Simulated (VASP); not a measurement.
# K (Im-3m) in VASP: a series of runs

Runs on K. Level: PBE. Tasks: relaxation of cell and atoms.

Program: VASP 6.6.1. These are calculated values, not measurements. Logs are shortened: lines on timing, memory, paths and dates and some standing lists are left out, and cuts for length are marked.

### Step 1. The cell of the first run

It takes space group Im-3m (No. 229, cubic). Conventional cell: a = 5.395 Å, b = 5.395 Å, c = 5.395 Å, α = 90.00°, β = 90.00°, γ = 90.00°.

### Step 2. Relaxation of cell and atoms, PBE, target pressure 2 GPa, at which the enthalpy is minimised

Input file INCAR:

```
SYSTEM = K
  PREC = Accurate
  ENCUT = 600
  EDIFF = 1E-7
  ISMEAR = -1
  SIGMA = 0.05
  LREAL = .False.
  LASPH = .True.
  NELM = 80
  ALGO = Fast
  ISIF = 3
  LWAVE = .False.
  LCHARG = .False.
  GGA = PE
  IBRION = 2
  NSW = 60
  EDIFFG = -0.01
  PSTRESS = 20.0
```

Input file KPOINTS:

```
Automatic mesh
0
Gamma
  7 7 7
  0 0 0
```

Input file POSCAR:

```
K
1.0
   -2.6975585167      2.6975585167      2.6975585167
    2.6975585167     -2.6975585167      2.6975585167
    2.6975585167      2.6975585167     -2.6975585167
K
1
Direct
    0.0000000000      0.0000000000      0.0000000000
```

Potentials or basis: VASP PAW PBE potentials, release 64 (K_sv).

Started as:

```bash
$ cat potpaw_PBE.64/K_sv/POTCAR > POTCAR
$ mpirun -np 1 vasp_std > vasp.out
```

OUTCAR:

```text
SYSTEM = K
   PREC = Accurate
   ENCUT = 600
   EDIFF = 1E-7
   ISMEAR = -1
   LREAL = .False.
   LASPH = .True.
   NELM = 80
   ISIF = 3
   GGA = PE
   IBRION = 2
   NSW = 60
   EDIFFG = -0.01
   PSTRESS = 20.0

 ion  position               nearest neighbor table
   1  0.000  0.000  0.000-

  LATTYP: Found a body centered cubic cell.
 ALAT       =     5.3951170334

  Lattice vectors:

 A1 = (  -2.6975585167,   2.6975585167,   2.6975585167)
 A2 = (   2.6975585167,  -2.6975585167,   2.6975585167)
 A3 = (   2.6975585167,   2.6975585167,  -2.6975585167)

Analysis of symmetry for initial positions (statically):
=====================================================================
 Subroutine PRICEL returns:
 Original cell was already a primitive cell.

 Routine SETGRP: Setting up the symmetry group for a
 body centered cubic supercell.

 Subroutine GETGRP returns: Found 48 space group operations
 (whereof 48 operations were pure point group operations)
 out of a pool of 48 trial point group operations.

The static configuration has the point symmetry O_h .

Analysis of symmetry for dynamics (positions and initial velocities):
=====================================================================
 Subroutine PRICEL returns:
 Original cell was already a primitive cell.

 Routine SETGRP: Setting up the symmetry group for a
 body centered cubic supercell.

 Subroutine GETGRP returns: Found 48 space group operations
 (whereof 48 operations were pure point group operations)
 out of a pool of 48 trial point group operations.

The dynamic configuration has the point symmetry O_h .

 Subroutine INISYM returns: Found 48 space group operations
 (whereof 48 operations are pure point group operations),
 and found     1 'primitive' translations

----------------------------------------------------------------------------------------

                                     Primitive cell

  volume of cell :      78.5186

  direct lattice vectors                    reciprocal lattice vectors
    -2.697558517  2.697558517  2.697558517     0.000000000  0.185352791  0.185352791
     2.697558517 -2.697558517  2.697558517     0.185352791  0.000000000  0.185352791
     2.697558517  2.697558517 -2.697558517     0.185352791  0.185352791  0.000000000

  length of vectors
     4.672308407  4.672308407  4.672308407     0.262128431  0.262128431  0.262128431

  position of ions in fractional coordinates (direct lattice)
     0.000000000  0.000000000  0.000000000

  ion indices of the primitive-cell ions
   primitive index   ion index
                 1           1

[... 50 lines left out ...]
   total plane-waves  NPLWV =  64000
   dimension x,y,z NGX =    40 NGY =   40 NGZ =   40
   dimension x,y,z NGXF=    80 NGYF=   80 NGZF=   80
   ions per type =               1
   NGX,Y,Z   is equivalent  to a cutoff of  14.23, 14.23, 14.23 a.u.
   NGXF,Y,Z  is equivalent  to a cutoff of  28.46, 28.46, 28.46 a.u.
 SYSTEM =  K
   PREC   = accura    normal or accurate (medium, high low for compatibility)
   ISTART =      0    job   : 0-new  1-cont  2-samecut
   ICHARG =      2    charge: 1-file 2-atom 10-const
   ISPIN  =      1    spin polarized calculation?
   LNONCOLLINEAR =      F non collinear calculations
   LSORBIT =      F    spin-orbit coupling
   LASPH  =      T    aspherical Exc in radial PAW
   ENCUT  =  600.0 eV  44.10 Ry    6.64 a.u.   9.33  9.33  9.33*2*pi/ulx,y,z
   NELM   =     80;   NELMIN=  2; NELMDL= -5     # of ELM steps
   EDIFF  = 0.1E-06   stopping-criterion for ELM
   LREAL  =      F    real-space projection
   EDIFFG = -.1E-01   stopping-criterion for IOM
   NSW    =     60    number of steps for IOM
   IBRION =      2    ionic relax: 0-MD 1-quasi-New 2-CG
   NFREE  =      1    steps in history (QN), initial steepest desc. (CG)
   ISIF   =      3    stress and relaxation
   ISYM   =      2    0-nonsym 1-usesym 2-fastsym
   POTIM  = 0.5000    time-step for ionic-motion
   TEBEG  =    0.0;   TEEND  =   0.0 temperature during run
   PSTRESS=   20.0 pullay stress
   NELECT =       9.0000    total number of electrons
   NUPDOWN=      -1.0000    fix difference up-down
   EMIN   =  10.00;   EMAX   =-10.00  energy-range for DOS
   EFERMI =   0.00;   METHOD = LEGACY
   ISMEAR =    -1;   SIGMA  =   0.05  broadening in eV -4-tet -1-fermi 0-gaus
   EFERMI_NEDOS =   21; number of points for ismear=-14 and -15
   IALGO  =     68    algorithm
   IMIX   =      4    mixing-type and parameters
     AMIX     =   0.40;   BMIX     =  1.00
     AMIX_MAG =   1.60;   BMIX_MAG =  1.00
  volume/ion in A,a.u.               =      78.52       529.87
  Fermi-wavevector in a.u.,A,eV,Ry     =   0.795240  1.502785  8.604411  0.632406
  Thomas-Fermi vector in A             =   1.901529
   LORBIT       =      0    0 simple, 1 ext, 2 COOP (PROOUT), +10 PAW based schemes
   GGA     = PE    functional components
   LHFCALC =     F    Hartree Fock is set to
   AEXX    =    0.0000 exact exchange contribution
   IVDW    =     0    specifies the selected vdW correction
   LEPSILON=     F    determine dielectric tensor
   LRPA    =     F    only Hartree local field effects (RPA)
 conjugate gradient relaxation of ions
 non-spin polarized calculation
 RMM-DIIS sequential band-by-band and
  energy-cutoff  :      600.00
  volume of cell :       78.52
 maximum number of plane-waves:      2659
 NGX is ok and might be reduce to    40
   NGX = 19   NGY = 19   NGZ = 19

--------------------------------------- Ionic step        1  -------------------------------------------

 number of electron       9.0000001 magnetization

 Free energy of the ion-electron system (eV)
  ---------------------------------------------------
  ext. energy  EPLUGINS =         0.00000000
  ---------------------------------------------------
  free energy    TOTEN  =        -1.04925642 eV

  energy without entropy =       -1.04209117  energy(sigma->0) =       -1.04567379

 E-fermi :  -0.2647     XC(G=0):  -5.4967

 val. band max:       -0.3308645603   @ k =  -0.2857   0.4286   0.1429
 cond. band min:      -0.1358777276   @ k =  -0.4286   0.4286   0.1429
 fundamental gap:      0.1949868326
 Fermi energy:        -0.2646980155

 k-point     1 :       0.0000    0.0000    0.0000
  band No.  band energies     occupation
      1     -32.4318      2.00000
      2     -15.8856      2.00000
      3     -15.8856      2.00000
      4     -15.8856      2.00000
      5      -2.3232      2.00000
      6       3.9695      0.00000
      7       3.9695      0.00000
      8       3.9695      0.00000
[... 354 lines left out ...]
--------------------------------------- Ionic step        5  -------------------------------------------

 number of electron       9.0000001 magnetization

 Free energy of the ion-electron system (eV)
  ---------------------------------------------------
  ext. energy  EPLUGINS =         0.00000000
  ---------------------------------------------------
  free energy    TOTEN  =        -0.95658033 eV

  energy without entropy =       -0.95032640  energy(sigma->0) =       -0.95345336

 E-fermi :   0.6792     XC(G=0):  -6.4593

 val. band max:        0.6149778808   @ k =  -0.2857   0.4286   0.1429
 cond. band min:       0.8310500659   @ k =  -0.4286   0.4286   0.1429
 fundamental gap:      0.2160721851
 Fermi energy:         0.6791527975

 k-point     1 :       0.0000    0.0000    0.0000
  band No.  band energies     occupation
      1     -31.3260      2.00000
      2     -14.7321      2.00000
      3     -14.7321      2.00000
      4     -14.7321      2.00000
      5      -1.9332      2.00000
      6       5.2442      0.00000
      7       5.2442      0.00000
      8       5.2442      0.00000
[... 239 lines left out ...]
  energy  without entropy=       -0.9503263951  energy(sigma->0) =       -0.95345336

  enthalpy is  TOTEN    =        -0.2829870980 eV   P V=        0.6735932279

 reached required accuracy - stopping structural energy minimisation
```

OSZICAR:

```text
N       E                     dE             d eps       ncg     rms          rms(c)
DAV:   1     0.499241168142E+02    0.49924E+02   -0.38855E+03   320   0.954E+02
DAV:   2     0.708024833113E+00   -0.49216E+02   -0.47258E+02   328   0.214E+02
DAV:   3    -0.100744982342E+01   -0.17155E+01   -0.17147E+01   512   0.371E+01
[... 86 lines left out ...]
RMM:   8    -0.956583003559E+00    0.12162E-05   -0.16715E-05   397   0.294E-02    0.149E-02
RMM:   9    -0.956581728137E+00    0.12754E-05   -0.36859E-06   402   0.162E-02    0.825E-03
RMM:  10    -0.956580419505E+00    0.13086E-05   -0.17451E-06   359   0.116E-02    0.200E-03
RMM:  11    -0.956580232883E+00    0.18662E-06   -0.77184E-07   322   0.686E-03    0.885E-04
RMM:  12    -0.956580325863E+00   -0.92980E-07   -0.40179E-07   285   0.387E-03
   5 F= -.28298710E+00 E0= -.27986013E+00  d E =-.213880E+00
```

CONTCAR:

```text
K
   1.00000000000000
    -2.3805251231556905    2.3805251231556905    2.3805251231556905
     2.3805251231556905   -2.3805251231556905    2.3805251231556905
     2.3805251231556905    2.3805251231556905   -2.3805251231556905
  K
     1
Direct
     0.0000000000000000    0.0000000000000000    0.0000000000000000

  0.00000000E+00  0.00000000E+00  0.00000000E+00
```

It took 2.6 min on 1 thread of Intel Xeon 8259CL, shared host; peak memory 0.25 GiB.

Results:

```yaml
Free_energy: -0.9566 eV
Relaxed_volume: 53.96 Å³/atom
Relaxed_cell: a = 4.123 Å, b = 4.123 Å, c = 4.123 Å, α = 109.47°, β = 109.47°, γ = 109.47°
Space_group_after_relaxing_to_0.1_Å: Im-3m (No. 229)
Energy_change_on_relaxing_the_run_minimises_the_enthalpy: +92.7 meV/atom
Ionic_steps: 5
Pressure_after_relaxing: 2.0 GPa
Band_gap_on_the_k_mesh: zero (an odd number of electrons rules out a gap without spin polarisation)
```

Step by step:
| step | energy change (eV) | largest force (eV/Å) | pressure (GPa) | volume (Å³) |
| --- | --- | --- | --- | --- |
| 1 | 0.0000 | 0.0000 | -0.20 | 78.52 |
| 2 | 0.0050 | 0.0000 | 0.42 | 66.87 |
| 3 | 0.0559 | 0.0000 | 1.42 | 57.43 |
| 4 | 0.0994 | 0.0000 | 2.10 | 53.43 |
| 5 | 0.0927 | 0.0000 | 2.00 | 53.96 |

Final structure:
```
K
1.0
    -2.38053    2.38053    2.38053
     2.38053   -2.38053    2.38053
     2.38053    2.38053   -2.38053
K
1
Cartesian
  0.0000 0.0000 0.0000
```

Caveat: the cell is relaxed towards a set pressure, so the run minimises the enthalpy, not the energy; the volume moved by over 15 % at a fixed basis, so the end points are rough.

### Step 3. Relaxation of cell and atoms, PBE, target pressure 5 GPa, at which the enthalpy is minimised

Input file INCAR:

```
PREC = Accurate
ENCUT = 600
EDIFF = 1E-7
ISMEAR = -1
SIGMA = 0.05
LREAL = False
LASPH = True
NELM = 60
ALGO = Fast
ISIF = 3
LWAVE = False
LCHARG = False
GGA = PE
IBRION = 2
NSW = 60
EDIFFG = -0.01
PSTRESS = 50.0
```

Input file KPOINTS:

```
regular mesh
0
Gamma
  7 7 7
```

POSCAR is that of step 2.

Potentials or basis: VASP PAW PBE potentials, release 64 (K_sv).

Started as:

```bash
$ cat potpaw_PBE.64/K_sv/POTCAR > POTCAR
$ mpirun -np 1 vasp_std > vasp.out
```

It took 4.4 min on 1 thread of Intel Xeon 8259CL, shared host; peak memory 0.26 GiB.

It converged, with:

```
Free energy                                                : -0.7482 eV
Relaxed volume                                             : 43.75 Å³/atom
Relaxed cell                                               : a = 3.845 Å, b = 3.845 Å, c = 3.845 Å, α = 109.47°, β = 109.47°, γ = 109.47°
Space group after relaxing (to 0.1 Å)                      : Im-3m (No. 229)
Energy change on relaxing (the run minimises the enthalpy) : +301.0 meV/atom
Ionic steps                                                : 17
Pressure after relaxing                                    : 5.0 GPa
Band gap on the k mesh                                     : zero (an odd number of electrons rules out a gap without spin polarisation)
```

Step by step:
```tsv
step	energy change (eV)	largest force (eV/Å)	pressure (GPa)	volume (Å³)
1	0.0000	0.0000	-0.20	78.52
2	0.1059	0.0000	2.19	52.95
3	0.2459	0.0000	4.18	45.69
4	0.3122	0.0000	5.09	43.39
5	0.2945	0.0000	4.85	43.96
6	0.2946	0.0000	4.85	43.96
7	0.2950	0.0000	4.86	43.95
8	0.2950	0.0000	4.86	43.95
9	0.2951	0.0000	4.86	43.95
10	0.2951	0.0000	4.85	43.95
11	0.2951	0.0000	4.86	43.94
12	0.2952	0.0000	4.86	43.94
13	0.2954	0.0000	4.86	43.93
14	0.2958	0.0000	4.87	43.92
15	0.2965	0.0000	4.88	43.90
16	0.2980	0.0000	4.90	43.85
17	0.3010	0.0000	4.97	43.75
```

Final structure:
```
K
1.0
    -2.21978    2.21978    2.21978
     2.21978   -2.21978    2.21978
     2.21978    2.21978   -2.21978
K
1
Direct
  0.00000 0.00000 0.00000
```

Levels at points of the mesh, in eV from the Fermi level:
| k point | band 1 | band 2 | band 3 | band 4 | band 5 | band 6 | band 7 | band 8 |
| --- | --- | --- | --- | --- | --- | --- | --- | --- |
| (0.00, 0.00, 0.00) | -32.05 | -15.39 | -15.39 | -15.39 | -2.96 | 4.65 | 4.65 | 4.65 |

Caveat: the cell is relaxed towards a set pressure, so the run minimises the enthalpy, not the energy; the volume moved by over 15 % at a fixed basis, so the end points are rough.
